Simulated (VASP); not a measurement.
# SnTe (F-43m) in VASP: further runs, part 2 of 2

VASP 6.6.1. Earlier steps stand in the parts before.

**3. Single point, HSE06**

This run uses another cell than the first one, of 49.92 Å³/atom.

POSCAR reads:

```
SnTe
1.0
    0.0000000000      3.6819707652      3.6819707652
    3.6819707652      0.0000000000      3.6819707652
    3.6819707652      3.6819707652      0.0000000000
Te Sn
1 1
Direct
    0.2500000000      0.2500000000      0.2500000000
    0.0000000000      0.0000000000      0.0000000000
```

INCAR.step1 reads:

```
PREC = Accurate
ENCUT = 520
EDIFF = 1E-5
ISMEAR = -1
SIGMA = 0.05
LREAL = False
LASPH = True
NELM = 80
ALGO = Normal
ISIF = 2
LWAVE = True
GGA = PE
NBANDS = 17
```

INCAR.step2 reads:

```
PREC = Accurate
ENCUT = 520
EDIFF = 1E-7
ISMEAR = -1
SIGMA = 0.05
LREAL = False
LASPH = True
NELM = 80
ALGO = Normal
ISIF = 2
LWAVE = False
LCHARG = True
GGA = PE
LHFCALC = True
HFSCREEN = 0.2079
PRECFOCK = Normal
LELF = True
LVHAR = True
ISTART = 1
NBANDS = 17
```

KPOINTS reads:

```
Automatic mesh
0
Gamma
  4 4 4
```

Potentials or basis: VASP PAW PBE potentials, release 64 (Te, Sn_d).

Started as:

```
> cat potpaw_PBE.64/Te/POTCAR potpaw_PBE.64/Sn_d/POTCAR > POTCAR
> cp INCAR.step1 INCAR
> mpirun -np 1 vasp_std > vasp.out
> cp INCAR.step2 INCAR
> mpirun -np 1 vasp_std > vasp.out
```

OUTCAR:

```text
PREC = Accurate
   ENCUT = 520
   EDIFF = 1E-7
   ISMEAR = -1
   LREAL = False
   LASPH = True
   NELM = 80
   ISIF = 2
   GGA = PE
   LHFCALC = True
   HFSCREEN = 0.2079
   PRECFOCK = Normal
   ISTART = 1

 ion  position               nearest neighbor table
   1  0.250  0.250  0.250-   2 3.19   2 3.19   2 3.19   2 3.19
   2  0.000  0.000  0.000-   1 3.19   1 3.19   1 3.19   1 3.19

  LATTYP: Found a face centered cubic cell.
 ALAT       =     7.3639415304

  Lattice vectors:

 A1 = (   0.0000000000,   3.6819707652,   3.6819707652)
 A2 = (   3.6819707652,   0.0000000000,   3.6819707652)
 A3 = (   3.6819707652,   3.6819707652,   0.0000000000)

Analysis of symmetry for initial positions (statically):
=====================================================================
 Subroutine PRICEL returns:
 Original cell was already a primitive cell.

 Routine SETGRP: Setting up the symmetry group for a
 face centered cubic supercell.

 Subroutine GETGRP returns: Found 24 space group operations
 (whereof 24 operations were pure point group operations)
 out of a pool of 48 trial point group operations.

The static configuration has the point symmetry T_d .

Analysis of symmetry for dynamics (positions and initial velocities):
=====================================================================
 Subroutine PRICEL returns:
 Original cell was already a primitive cell.

 Routine SETGRP: Setting up the symmetry group for a
 face centered cubic supercell.

 Subroutine GETGRP returns: Found 24 space group operations
 (whereof 24 operations were pure point group operations)
 out of a pool of 48 trial point group operations.

The dynamic configuration has the point symmetry T_d .

 Subroutine INISYM returns: Found 24 space group operations
 (whereof 24 operations are pure point group operations),
 and found     1 'primitive' translations

----------------------------------------------------------------------------------------

                                     Primitive cell

  volume of cell :      99.8323

  direct lattice vectors                    reciprocal lattice vectors
     0.000000000  3.681970765  3.681970765    -0.135796841  0.135796841  0.135796841
     3.681970765  0.000000000  3.681970765     0.135796841 -0.135796841  0.135796841
     3.681970765  3.681970765  0.000000000     0.135796841  0.135796841 -0.135796841

  length of vectors
     5.207092992  5.207092992  5.207092992     0.235207029  0.235207029  0.235207029

  position of ions in fractional coordinates (direct lattice)
     0.250000000  0.250000000  0.250000000
     0.000000000  0.000000000  0.000000000

  ion indices of the primitive-cell ions
   primitive index   ion index
                 1           1
                 2           2

----------------------------------------------------------------------------------------

 KPOINTS: Automatic mesh

Automatic generation of k-mesh.
 Grid dimensions read from file:
 generate k-points for:    4    4    4

 Generating k-lattice:

  Cartesian coordinates                     Fractional coordinates (reciprocal lattice)
    -0.033949210  0.033949210  0.033949210     0.250000000  0.000000000  0.000000000
     0.033949210 -0.033949210  0.033949210     0.000000000  0.250000000  0.000000000
     0.033949210  0.033949210 -0.033949210     0.000000000  0.000000000  0.250000000

  Length of vectors
     0.058801757  0.058801757  0.058801757

  Shift w.r.t. Gamma in fractional coordinates (k-lattice)
     0.000000000  0.000000000  0.000000000

 Subroutine IBZKPT returns following result:
 ===========================================

 Found      8 irreducible k-points:

 Following reciprocal coordinates:
            Coordinates               Weight
  0.000000  0.000000  0.000000      1.000000
  0.250000  0.000000  0.000000      8.000000
  0.500000  0.000000  0.000000      4.000000
  0.250000  0.250000  0.000000      6.000000
  0.500000  0.250000  0.000000     24.000000
 -0.250000  0.250000  0.000000     12.000000
  0.500000  0.500000  0.000000      3.000000
 -0.250000  0.500000  0.250000      6.000000
   k-points           NKPTS =      8   k-points in BZ     NKDIM =     64   number of bands    NBANDS=     17
   number of dos      NEDOS =    301   number of ions     NIONS =      2
   total plane-waves  NPLWV =  64000
   dimension x,y,z NGX =    40 NGY =   40 NGZ =   40
   dimension x,y,z NGXF=    80 NGYF=   80 NGZF=   80
   ions per type =               1   1
   NGX,Y,Z   is equivalent  to a cutoff of  12.77, 12.77, 12.77 a.u.
   NGXF,Y,Z  is equivalent  to a cutoff of  25.54, 25.54, 25.54 a.u.
 SYSTEM =  unknown system
   PREC   = accura    normal or accurate (medium, high low for compatibility)
   ISTART =      1    job   : 0-new  1-cont  2-samecut
   ICHARG =      0    charge: 1-file 2-atom 10-const
   ISPIN  =      1    spin polarized calculation?
   LNONCOLLINEAR =      F non collinear calculations
   LSORBIT =      F    spin-orbit coupling
   LASPH  =      T    aspherical Exc in radial PAW
   ENCUT  =  520.0 eV  38.22 Ry    6.18 a.u.   9.68  9.68  9.68*2*pi/ulx,y,z
   NELM   =     80;   NELMIN=  2; NELMDL=  0     # of ELM steps
   EDIFF  = 0.1E-06   stopping-criterion for ELM
   LREAL  =      F    real-space projection
   EDIFFG = 0.1E-05   stopping-criterion for IOM
   NSW    =      0    number of steps for IOM
   IBRION =     -1    ionic relax: 0-MD 1-quasi-New 2-CG
   NFREE  =      0    steps in history (QN), initial steepest desc. (CG)
   ISIF   =      2    stress and relaxation
   ISYM   =      3    0-nonsym 1-usesym 2-fastsym
   POTIM  = 0.5000    time-step for ionic-motion
   TEBEG  =    0.0;   TEEND  =   0.0 temperature during run
   PSTRESS=    0.0 pullay stress
   NELECT =      20.0000    total number of electrons
   NUPDOWN=      -1.0000    fix difference up-down
   EMIN   =  10.00;   EMAX   =-10.00  energy-range for DOS
   EFERMI =   0.00;   METHOD = LEGACY
   ISMEAR =    -1;   SIGMA  =   0.05  broadening in eV -4-tet -1-fermi 0-gaus
   EFERMI_NEDOS =   21; number of points for ismear=-14 and -15
   IALGO  =     38    algorithm
   IMIX   =      1    mixing-type and parameters
     AMIX     =   0.40;   BMIX     =  1.00
     AMIX_MAG =   1.60;   BMIX_MAG =  1.00
  volume/ion in A,a.u.               =      49.92       336.85
  Fermi-wavevector in a.u.,A,eV,Ry     =   0.957917  1.810200 12.484771  0.917605
  Thomas-Fermi vector in A             =   2.086978
   LORBIT       =      0    0 simple, 1 ext, 2 COOP (PROOUT), +10 PAW based schemes
   GGA     = PE    functional components
   LHFCALC =     T    Hartree Fock is set to
   PRECFOCK=normal    Normal, Fast or Accurate (Low or Medium for compatibility)
   ENCUT4O =  -1.0   cutoff for four orbital integrals eV
   NKREDX  =     1    reduce k-point grid by
   NKREDY  =     1    reduce k-point grid by
   NKREDZ  =     1    reduce k-point grid by
   AEXX    =    0.2500 exact exchange contribution
   HFSCREEN=    0.2079 screening length (either q_TF or 0.3 A-1)
   HFSCREENC=   0.2079 screening length for correlation (either q_TF or 0.3 A-1)
   ENCUTFOCK=  -1.0 apply spherical cutoff to Coloumb kernel
   IVDW    =     0    specifies the selected vdW correction
   LEPSILON=     F    determine dielectric tensor
   LRPA    =     F    only Hartree local field effects (RPA)
 non-spin polarized calculation
  energy-cutoff  :      520.00
  volume of cell :       99.83
 maximum number of plane-waves:      2733
 NGX is ok and might be reduce to    40
  NGX = 30; NGY = 30; NGZ = 30

 number of electron      19.9999999 magnetization

 Free energy of the ion-electron system (eV)
  ---------------------------------------------------
  ext. energy  EPLUGINS =         0.00000000
  ---------------------------------------------------
  free energy    TOTEN  =        -8.39369851 eV

  energy without entropy =       -8.39333712  energy(sigma->0) =       -8.39351782

 E-fermi :   2.7337     XC(G=0):  -6.1043

 val. band max:        2.4425970673   @ k =  -0.2500   0.5000   0.2500
 cond. band min:       2.9907627757   @ k =   0.5000   0.5000   0.0000
 fundamental gap:      0.5481657085
 Fermi energy:         2.7336666718

 k-point     1 :       0.0000    0.0000    0.0000
  band No.  band energies     occupation
      1     -21.6598      2.00000
      2     -21.6598      2.00000
      3     -21.6598      2.00000
      4     -21.6520      2.00000
      5     -21.6520      2.00000
      6      -9.9449      2.00000
[... 137 lines left out ...]
      4     -21.6524      2.00000
      5     -21.6518      2.00000
      6      -9.1783      2.00000
[... 9 lines left out ...]
     16      10.9141      0.00000
     17      10.9345      0.00000

------------------------ aborting loop because EDIFF is reached ----------------------------------------

  FORCE on cell =-STRESS in cart. coord.  units (eV):
  Direction    XX          YY          ZZ          XY          YZ          ZX
  --------------------------------------------------------------------------------------
  -------------------------------------------------------------------------------------
  Total       -1.2193138     -1.2193138     -1.2193138      0.0000000     -0.0000000      0.0000000
  in kB      -19.5683890    -19.5683890    -19.5683890      0.0000000     -0.0000000      0.0000000
  external PRESSURE =     -19.5683890 kB  Pullay stress =       0.0000000 kB

 VOLUME and BASIS-vectors are now :
 -----------------------------------------------------------------------------
  energy-cutoff  :      520.00
  volume of cell :       99.83
      direct lattice vectors                 reciprocal lattice vectors
     0.000000000  3.681970765  3.681970765    -0.135796841  0.135796841  0.135796841
     3.681970765  0.000000000  3.681970765     0.135796841 -0.135796841  0.135796841
     3.681970765  3.681970765  0.000000000     0.135796841  0.135796841 -0.135796841

 POSITION                                       TOTAL-FORCE (eV/Angst)
 -----------------------------------------------------------------------------------
      1.84099      1.84099      1.84099        -0.000000     -0.000000     -0.000000
      0.00000      0.00000      0.00000         0.000000      0.000000      0.000000
 -----------------------------------------------------------------------------------
    total drift:                                0.000000     -0.000001     -0.000001

  FREE ENERGIE OF THE ION-ELECTRON SYSTEM (eV)
  ---------------------------------------------------
  free  energy   TOTEN  =        -8.3936985137 eV

  energy  without entropy=       -8.3933371194  energy(sigma->0) =       -8.39351782
```

OSZICAR.step1:

```text
N       E                     dE             d eps       ncg     rms          rms(c)
DAV:   1     0.118307808284E+03    0.11831E+03   -0.87931E+03   272   0.113E+03
DAV:   2     0.398215736627E+01   -0.11433E+03   -0.11202E+03   296   0.281E+02
DAV:   3    -0.685725929413E+01   -0.10839E+02   -0.10798E+02   328   0.866E+01
DAV:   4    -0.720667275428E+01   -0.34941E+00   -0.34926E+00   332   0.165E+01
DAV:   5    -0.722148785459E+01   -0.14815E-01   -0.14815E-01   391   0.293E+00    0.376E+00
DAV:   6    -0.704440010874E+01    0.17709E+00   -0.49660E-01   354   0.312E+00    0.244E+00
DAV:   7    -0.704458881786E+01   -0.18871E-03   -0.81479E-02   279   0.109E+00    0.108E+00
DAV:   8    -0.704680686218E+01   -0.22180E-02   -0.11048E-02   312   0.741E-01    0.208E-01
DAV:   9    -0.704723092164E+01   -0.42406E-03   -0.37584E-03   278   0.339E-01    0.619E-02
DAV:  10    -0.704749612228E+01   -0.26520E-03   -0.73863E-04   292   0.131E-01    0.466E-02
DAV:  11    -0.704764881331E+01   -0.15269E-03   -0.24775E-04   274   0.706E-02    0.232E-02
DAV:  12    -0.704765207614E+01   -0.32628E-05   -0.15379E-05   252   0.237E-02
   1 F= -.70476521E+01 E0= -.70458466E+01  d E =-.361104E-02
```

It took 19 min on 1 thread of Oxide Virtual Turin-like, shared host; peak memory 0.33 GiB.

What came out:

```
Free energy            : -8.3937 eV
Pressure               : -2.0 GPa
Band gap on the k mesh : 0.55 eV (least direct gap 1.22 eV)
```

Caveat: the PAW data sets were made with another functional, which shifts forces and pressure a little; spin-orbit coupling is left out, which moves the levels of the heavy elements.
